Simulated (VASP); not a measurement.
# Si8S in VASP: single point with PBE+D3(BJ)

Aim: the single point of Si8S with PBE+D3(BJ).

All numbers are computed with VASP 6.6.1; they aren't measurements. Logs are shortened: lines on timing, memory, paths and dates and some standing lists are left out, and cuts for length are marked.

## (1) The cell of the first run

The cell holds a slab with vacuum, 9 atoms: a = 3.816 Å, b = 6.313 Å, c = 21.232 Å, α = 90.00°, β = 90.00°, γ = 90.00°.

## (2) Single point, PBE+D3(BJ), collinear spin

INCAR reads:

```
SYSTEM = Si8S
PREC = Accurate ; ENCUT = 520
EDIFF = 1E-6 ; ISMEAR = 0
SIGMA = 0.05 ; LREAL = .False.
LASPH = .True. ; NELM = 150
ALGO = Normal ; ISIF = 2
LWAVE = .False. ; LCHARG = .True.
ISPIN = 2 ; MAGMOM = 0 0 0 0 0 0 0 0 2
LORBIT = 11 ; LDIPOL = .True.
IDIPOL = 3 ; DIPOL = 0.5 0.5 0.317
GGA = PE ; IVDW = 12
LELF = .True. ; LVHAR = .True.
LVACPOTAV = .True. ; NBANDS = 33
```

KPOINTS reads:

```
Automatic mesh
0
Gamma
  7 4 1
  0 0 0
```

POSCAR reads:

```
Si8S
1.0
    3.8155170197      0.0000000000      0.0000000000
    0.0000000000      6.3129357895      0.0000000000
    0.0000000000      0.0000000000     21.2318711397
Si S
8 1
Direct
    0.0000000000      0.9369021388      0.1883960191
    0.0000000000      0.5630978612      0.1883960191
    0.5000000000      0.4369021388      0.2402729771
    0.5000000000      0.0630978612      0.2402729771
    0.5000000000      0.9332664454      0.3446595292
    0.5000000000      0.5667335546      0.3446595292
    0.0000000000      0.4266292815      0.3877129380
    0.0000000000      0.0733707185      0.3877129380
    0.5000000000      0.4266292815      0.5290099523
```

Potentials or basis: VASP PAW PBE potentials, release 64 (Si, S).

Run with:

```sh
$ cat potpaw_PBE.64/Si/POTCAR potpaw_PBE.64/S/POTCAR > POTCAR
$ mpirun -np 1 vasp_std > vasp.out
```

OUTCAR:

```text
SYSTEM = Si8S
   PREC = Accurate
   ENCUT = 520
   EDIFF = 1E-6
   ISMEAR = 0
   LREAL = .False.
   LASPH = .True.
   NELM = 150
   ISIF = 2
   ISPIN = 2
   LORBIT = 11
   GGA = PE
   IVDW = 12
 IVDW          = 12

 ion  position               nearest neighbor table
   1  0.000  0.937  0.188-   4 2.34   4 2.34   2 2.36
   2  0.000  0.563  0.188-   3 2.34   3 2.34   1 2.36
   3  0.500  0.437  0.240-   2 2.34   2 2.34   4 2.36   6 2.36
   4  0.500  0.063  0.240-   1 2.34   1 2.34   3 2.36   5 2.36
   5  0.500  0.933  0.345-   8 2.29   8 2.29   6 2.31   4 2.36
   6  0.500  0.567  0.345-   7 2.29   7 2.29   5 2.31   3 2.36
   7  0.000  0.427  0.388-   8 2.23   6 2.29   6 2.29
   8  0.000  0.073  0.388-   7 2.23   5 2.29   5 2.29
   9  0.500  0.427  0.529-

  LATTYP: Found a simple orthorhombic cell.
 ALAT       =     3.8155170197
 B/A-ratio  =     1.6545426889
 C/A-ratio  =     5.5646118285

  Lattice vectors:

 A1 = (   3.8155170197,   0.0000000000,   0.0000000000)
 A2 = (   0.0000000000,   6.3129357895,   0.0000000000)
 A3 = (   0.0000000000,   0.0000000000,  21.2318711397)

Analysis of symmetry for initial positions (statically):
=====================================================================
 Subroutine PRICEL returns:
 Original cell was already a primitive cell.

 Routine SETGRP: Setting up the symmetry group for a
 simple orthorhombic supercell.

 Subroutine GETGRP returns: Found  2 space group operations
 (whereof  2 operations were pure point group operations)
 out of a pool of  8 trial point group operations.

The static configuration has the point symmetry C_1h.

Analysis of symmetry for dynamics (positions and initial velocities):
=====================================================================
 Subroutine PRICEL returns:
 Original cell was already a primitive cell.

 Routine SETGRP: Setting up the symmetry group for a
 simple orthorhombic supercell.

 Subroutine GETGRP returns: Found  2 space group operations
 (whereof  2 operations were pure point group operations)
 out of a pool of  8 trial point group operations.

The dynamic configuration has the point symmetry C_1h.

Analysis of structural, dynamic, and magnetic symmetry:
=====================================================================
 Subroutine PRICEL returns:
 Original cell was already a primitive cell.

 Routine SETGRP: Setting up the symmetry group for a
 simple orthorhombic supercell.

 Subroutine GETGRP returns: Found  2 space group operations
 (whereof  2 operations were pure point group operations)
 out of a pool of  8 trial point group operations.

The overall configuration has the point symmetry C_1h.

 Subroutine INISYM returns: Found  2 space group operations
 (whereof  2 operations are pure point group operations),
 and found     1 'primitive' translations

----------------------------------------------------------------------------------------

                                     Primitive cell

  volume of cell :     511.4145

  direct lattice vectors                    reciprocal lattice vectors
     3.815517020  0.000000000  0.000000000     0.262087679  0.000000000  0.000000000
     0.000000000  6.312935790  0.000000000     0.000000000  0.158404906  0.000000000
     0.000000000  0.000000000 21.231871140     0.000000000  0.000000000  0.047099005

  length of vectors
     3.815517020  6.312935790 21.231871140     0.262087679  0.158404906  0.047099005

  position of ions in fractional coordinates (direct lattice)
     0.000000000  0.936902139  0.188396019
     0.000000000  0.563097861  0.188396019
     0.500000000  0.436902139  0.240272977
     0.500000000  0.063097861  0.240272977
     0.500000000  0.933266445  0.344659529
     0.500000000  0.566733555  0.344659529
     0.000000000  0.426629281  0.387712938
     0.000000000  0.073370719  0.387712938
     0.500000000  0.426629281  0.529009952

  ion indices of the primitive-cell ions
   primitive index   ion index
                 1           1
                 2           2
                 3           3
                 4           4
                 5           5
                 6           6
[... 52 lines left out ...]
 SYSTEM =  Si8S
   PREC   = accura    normal or accurate (medium, high low for compatibility)
   ISTART =      0    job   : 0-new  1-cont  2-samecut
   ICHARG =      2    charge: 1-file 2-atom 10-const
   ISPIN  =      2    spin polarized calculation?
   LNONCOLLINEAR =      F non collinear calculations
   LSORBIT =      F    spin-orbit coupling
   LASPH  =      T    aspherical Exc in radial PAW
   ENCUT  =  520.0 eV  38.22 Ry    6.18 a.u.   7.09 11.74 39.48*2*pi/ulx,y,z
   NELM   =    150;   NELMIN=  2; NELMDL= -5     # of ELM steps
   EDIFF  = 0.1E-05   stopping-criterion for ELM
   LREAL  =      F    real-space projection
   EDIFFG = 0.1E-04   stopping-criterion for IOM
   NSW    =      0    number of steps for IOM
   IBRION =     -1    ionic relax: 0-MD 1-quasi-New 2-CG
   NFREE  =      0    steps in history (QN), initial steepest desc. (CG)
   ISIF   =      2    stress and relaxation
   ISYM   =      2    0-nonsym 1-usesym 2-fastsym
   POTIM  = 0.5000    time-step for ionic-motion
   TEBEG  =    0.0;   TEEND  =   0.0 temperature during run
   PSTRESS=    0.0 pullay stress
   NELECT =      38.0000    total number of electrons
   NUPDOWN=      -1.0000    fix difference up-down
   EMIN   =  10.00;   EMAX   =-10.00  energy-range for DOS
   EFERMI =   0.00;   METHOD = LEGACY
   ISMEAR =     0;   SIGMA  =   0.05  broadening in eV -4-tet -1-fermi 0-gaus
   EFERMI_NEDOS =   21; number of points for ismear=-14 and -15
   IALGO  =     38    algorithm
   IMIX   =      4    mixing-type and parameters
     AMIX     =   0.40;   BMIX     =  1.00
     AMIX_MAG =   1.60;   BMIX_MAG =  1.00
  volume/ion in A,a.u.               =      56.82       383.47
  Fermi-wavevector in a.u.,A,eV,Ry     =   0.688248  1.300600  6.444882  0.473685
  Thomas-Fermi vector in A             =   1.768994
   LORBIT       =     11    0 simple, 1 ext, 2 COOP (PROOUT), +10 PAW based schemes
   GGA     = PE    functional components
   LHFCALC =     F    Hartree Fock is set to
   AEXX    =    0.0000 exact exchange contribution
   IVDW    =    12    specifies the selected vdW correction
   LEPSILON=     F    determine dielectric tensor
   LRPA    =     F    only Hartree local field effects (RPA)
 spin polarized calculation
 Gauss-broadening in eV      SIGMA  =   0.05
  energy-cutoff  :      520.00
  volume of cell :      511.41
 maximum number of plane-waves:     13806
   NGX = 15   NGY = 23   NGZ = 79

 dipolmoment           0.000000      0.000000     -0.026113 electrons x Angstroem

 number of electron      38.0000000 magnetization       1.4138434

 dipolmoment           0.000000      0.000000      0.213726 electrons x Angstroem

 Free energy of the ion-electron system (eV)
  ---------------------------------------------------
  ext. energy  EPLUGINS =         0.00000000
  ---------------------------------------------------
  free energy    TOTEN  =       -41.18673990 eV

  energy without entropy =      -41.18223416  energy(sigma->0) =      -41.18448703

 E-fermi :  -1.5543     XC(G=0):  -4.2086

 val. band max:       -1.6023010234   @ k =   0.2857   0.5000   0.0000
 cond. band min:      -1.5417601349   @ k =   0.0000   0.2500   0.0000
 fundamental gap:      0.0605408884
 Fermi energy:        -1.5543375674

 spin component 1

 k-point     1 :       0.0000    0.0000    0.0000
  band No.  band energies     occupation
      1     -13.3278      1.00000
      2     -13.1425      1.00000
      3     -11.9018      1.00000
      4     -10.8627      1.00000
      5      -9.4602      1.00000
      6      -8.8289      1.00000
[... 397 lines left out ...]
     30       3.2847      0.00000
     31       3.5633      0.00000
 Fermi energy:        -1.5543375674

 spin component 2

 k-point     1 :       0.0000    0.0000    0.0000
  band No.  band energies     occupation
      1     -13.2485      1.00000
      2     -11.9744      1.00000
      3     -11.6808      1.00000
      4     -10.8681      1.00000
      5      -9.4695      1.00000
      6      -8.8294      1.00000
[... 397 lines left out ...]
     30       3.2699      0.00000
     31       3.5465      0.00000
 [bands above 31 left out]

------------------------ aborting loop because EDIFF is reached ----------------------------------------

 Edisp (eV)   -2.28382

 E8    (eV) :    -0.9795

  FORCE on cell =-STRESS in cart. coord.  units (eV):
  Direction    XX          YY          ZZ          XY          YZ          ZX
  --------------------------------------------------------------------------------------
  -------------------------------------------------------------------------------------
  Total       0.10660    -0.76695    -3.86593     0.00000    -0.24413     0.00000
  in kB       0.33395    -2.40272   -12.11131     0.00000    -0.76481     0.00000
  external pressure =       -4.73 kB  Pullay stress =        0.00 kB

 VOLUME and BASIS-vectors are now :
 -----------------------------------------------------------------------------
  energy-cutoff  :      520.00
  volume of cell :      511.41
      direct lattice vectors                 reciprocal lattice vectors
     3.815517020  0.000000000  0.000000000     0.262087679  0.000000000  0.000000000
     0.000000000  6.312935790  0.000000000     0.000000000  0.158404906  0.000000000
     0.000000000  0.000000000 21.231871140     0.000000000  0.000000000  0.047099005

 POSITION                                       TOTAL-FORCE (eV/Angst)
 -----------------------------------------------------------------------------------
      0.00000      5.91460      4.00000         0.000000     -0.717768      0.547296
      0.00000      3.55480      4.00000         0.000000      0.734924      0.591015
      1.90776      2.75814      5.10144         0.000000     -0.015477     -0.546394
      1.90776      0.39833      5.10144         0.000000      0.031496     -0.659206
      1.90776      5.89165      7.31777         0.000000     -0.004767      0.087449
      1.90776      3.57775      7.31777         0.000000      0.076659     -0.043460
      0.00000      2.69328      8.23187         0.000000      0.182299      0.842805
      0.00000      0.46318      8.23187         0.000000     -0.268916      0.097647
      1.90776      2.69328     11.23187         0.000000     -0.018450     -0.917152
 -----------------------------------------------------------------------------------
    total drift:                               -0.000000      0.000022     -0.000221

  FREE ENERGIE OF THE ION-ELECTRON SYSTEM (eV)
  ---------------------------------------------------
  free  energy   TOTEN  =       -43.4705594395 eV

  energy  without entropy=      -43.4660536921  energy(sigma->0) =      -43.46830657

 vacuum level on the upper side and lower side of the slab         4.778         3.173

 total charge

# of ion       s       p       d       tot
------------------------------------------
    1        0.792   0.850   0.000   1.641
    2        0.791   0.850   0.000   1.642
    3        0.760   0.910   0.000   1.670
    4        0.764   0.903   0.000   1.667
    5        0.759   0.944   0.000   1.703
    6        0.761   0.943   0.000   1.705
    7        0.784   0.876   0.000   1.660
    8        0.789   0.901   0.000   1.690
    9        1.394   2.105   0.000   3.499
--------------------------------------------------
tot          7.594   9.283   0.000  16.877

 magnetization (x)

# of ion       s       p       d       tot
------------------------------------------
    1       -0.003  -0.006   0.000  -0.009
    2       -0.004  -0.019   0.000  -0.024
    3       -0.001  -0.005   0.000  -0.006
    4        0.000  -0.000   0.000  -0.000
    5       -0.001  -0.002   0.000  -0.002
    6       -0.002  -0.002   0.000  -0.003
    7        0.001  -0.011   0.000  -0.010
    8        0.002   0.014   0.000   0.017
    9        0.022   0.872   0.000   0.893
--------------------------------------------------
tot          0.015   0.841   0.000   0.856
```

Run time: 33 min. Hardware: 1 thread of Intel Xeon 8259CL, shared host; peak memory 0.83 GiB.

What came out:

| Property | Result |
| --- | --- |
| Free energy | -43.4706 eV |
| Largest force | 0.943 eV/Å |
| Net moment | 1.41 μB per cell |
| Site moments | Si -0.01, -0.02, -0.00, +0.02 (each value once); S +0.89 μB |
| Valence electrons inside the program's atomic spheres | Si 1.64, 1.67, 1.70, 1.71, 1.66, 1.69 (each value once); S 3.50 |
| Dispersion energy per atom | -0.254 eV |

Forces in eV/Å, atoms in the order of the input:
```
Si   0.000 -0.718  0.547
Si   0.000  0.735  0.591
Si   0.000 -0.015 -0.546
Si   0.000  0.031 -0.659
Si   0.000 -0.005  0.087
Si   0.000  0.077 -0.043
Si   0.000  0.182  0.843
Si   0.000 -0.269  0.098
S    0.000 -0.018 -0.917
```
